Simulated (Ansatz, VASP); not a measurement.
## Co2Ru in VASP and in Ansatz

```
Co Ru
1.0
     0.00000    3.21775    3.21775
     3.21775    0.00000    3.21775
     3.21775    3.21775    0.00000
Co Ru
4 2
Direct
  0.62500 0.62500 0.62500
  0.12500 0.62500 0.62500
  0.62500 0.62500 0.12500
  0.62500 0.12500 0.62500
  0.00000 0.00000 0.00000
  0.25000 0.25000 0.25000
```

Alike in both runs: task single point; functional PBE; k mesh 6 × 6 × 6; occupations gaussian, width 0.1 eV; collinear spin.

```csv
,VASP,Ansatz
version,VASP 6.6.1,Ansatz 0.2.0
potentials or method,"VASP PAW PBE potentials, release 64 (Co, Ru_pv), cutoff 520 eV","scalar-relativistic, plane waves, PAW"
valence electrons in the cell,64,100
```

Ansatz gave:

```
gap on the k mesh at the Fermi level (eV)                     : none
pressure (GPa)                                                : 22.2
net moment per atom (μB)                                      : 1.20
size of the moment on the site where the two differ most (μB) : 1.65
```

Task: Estimate VASP's values.

Result: gap on the k mesh at the Fermi level (eV): none; pressure (GPa): 20.9; net moment per atom (μB): 1.18; size of the moment on the site where the two differ most (μB): 1.59.

Site moments also hang on the region over which each program counts them. A gap of «none» marks a metal or a gap that the smearing closes. With one functional, cell and mesh, what is left measures potentials, basis and numerics. VASP's potentials hold 64 valence electrons a cell and Ansatz's 100, so a difference there can come from the potentials and not from the codes.
